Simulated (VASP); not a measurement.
Input of a VASP 6.6.1 run:

INCAR

```
ALGO = Normal ; EDIFF = 1E-6
ENCUT = 520 ; ISIF = 2
ISMEAR = 0 ; LASPH = T
LCHARG = F ; LREAL = F
LWAVE = F ; NBANDS = 35
NELM = 80 ; PREC = Accurate
SIGMA = 0.05
```

The input KPOINTS:

```
k-points
0
Gamma
  10 10 10
```

The input POSCAR:

```
SnO2
1.0
   -2.0778690997      2.0778690997      5.0143137115
    2.0778690997     -2.0778690997      5.0143137115
    2.0778690997      2.0778690997     -5.0143137115
Sn O
2 4
Direct
    0.7500000000      0.2500000000      0.5000000000
    0.0000000000      0.0000000000      0.0000000000
    0.7961728131      0.7961728131      0.0000000000
    0.9538271869      0.4538271869      0.5000000000
    0.2038271869      0.2038271869      0.0000000000
    0.5461728131      0.0461728131      0.5000000000
```

Potentials or basis: VASP PAW LDA potentials, release 64 (Sn_d, O).

The run is started by

```console
$ cat potpaw_LDA.64/Sn_d/POTCAR potpaw_LDA.64/O/POTCAR > POTCAR
$ mpirun -np 1 vasp_std > vasp.out
```

(1) Estimate the band gap on the k mesh.

(2) Estimate the pressure.

Answers

(1) 1.25 eV (least direct gap 1.61 eV).

(2) -9.4 GPa.

Caveat: the cell stands under tension; spin-orbit coupling is left out, which moves the levels of the heavy elements.
